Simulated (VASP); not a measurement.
Here is a VASP 6.6.1 calculation.

File INCAR:

```
SYSTEM = Li2ICl
  PREC = Accurate
  ENCUT = 520
  EDIFF = 1E-8
  ISMEAR = 0
  SIGMA = 0.01
  LREAL = .False.
  LASPH = .True.
  NELM = 100
  ALGO = Normal
  ISIF = 2
  LWAVE = .False.
  LCHARG = .False.
  GGA = PE
  LEFG = .True.
  NBANDS = 18
```

File KPOINTS:

```
Automatic mesh
0
Gamma
  6 6 4
  0 0 0
```

POSCAR

```
Li2ICl
1.0
    4.0326862299      0.0000000000      0.0000000000
    0.0000000000      4.0326862299      0.0000000000
    0.0000000000      0.0000000000      5.5933598486
Li I Cl
2 1 1
Direct
    0.0000000000      0.0000000000      0.0000000000
    0.5000000000      0.5000000000      0.5000000000
    0.5000000000      0.5000000000      0.0000000000
    0.0000000000      0.0000000000      0.5000000000
```

Potentials or basis: VASP PAW PBE potentials, release 64 (Li_sv, I, Cl).

Run with:

```bash
$ cat potpaw_PBE.64/Li_sv/POTCAR potpaw_PBE.64/I/POTCAR potpaw_PBE.64/Cl/POTCAR > POTCAR
$ mpirun -np 1 vasp_std > vasp.out
```

(1) Predict the band gap on the k mesh.

Answers

(1) 4.63 eV, indirect (the least direct gap lies 3.4 meV higher).

Caveat: without QUAD_EFG the Cq values of the log hold for a quadrupole moment of 1 mb, not for the nuclei; spin-orbit coupling is left out, which moves the levels of the heavy elements.
